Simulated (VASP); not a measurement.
## SiC: single point with PBE+D3(BJ)

Crystal: SiC.

```xyz
2
Lattice="0.0000 2.1524 2.1524 2.1524 0.0000 2.1524 2.1524 2.1524 0.0000" Properties=species:S:1:pos:R:3 pbc="T T T"
Si    0.0000    0.0000    0.0000
C     1.0762    1.0762    1.0762
```

* Program: VASP 6.6.1
* Task: single point
* Functional: PBE
* Dispersion: D3(BJ)
* Potentials or basis: VASP PAW PBE potentials, release 64 (Si, C)
* Cutoff: 600 eV
* k mesh: 10 × 10 × 10
* Occupations: gaussian, width 0.02 eV
* Spin: no spin polarisation

```yaml
Pressure: 6.9 GPa
Band_gap_on_the_k_mesh: 1.32 eV (least direct gap 4.58 eV)
Dispersion_energy_per_atom: -0.312 eV
```

Levels at points of the mesh, in eV from the valence-band top:
```tsv
k point	band 2	band 3	band 4	band 5	band 6	band 7
(0.00, 0.00, 0.00)	0.00	0.00	0.00	6.67	7.57	7.57
(0.50, 0.00, 0.00)	-8.74	-1.06	-1.06	5.77	7.38	7.38
(0.50, 0.50, 0.00)	-7.91	-3.26	-3.26	1.32	4.45	14.47
```

Wall time 6.2 s on 1 thread of Intel(R) Xeon(R) Platinum 8259CL CPU @ 2.50GHz (Skylake/Cascade Lake) (shared host), peak memory 0.15 GiB.

Caveat: the cell stands under pressure. A hybrid or GW would open this gap; PBE tends to underestimate it.
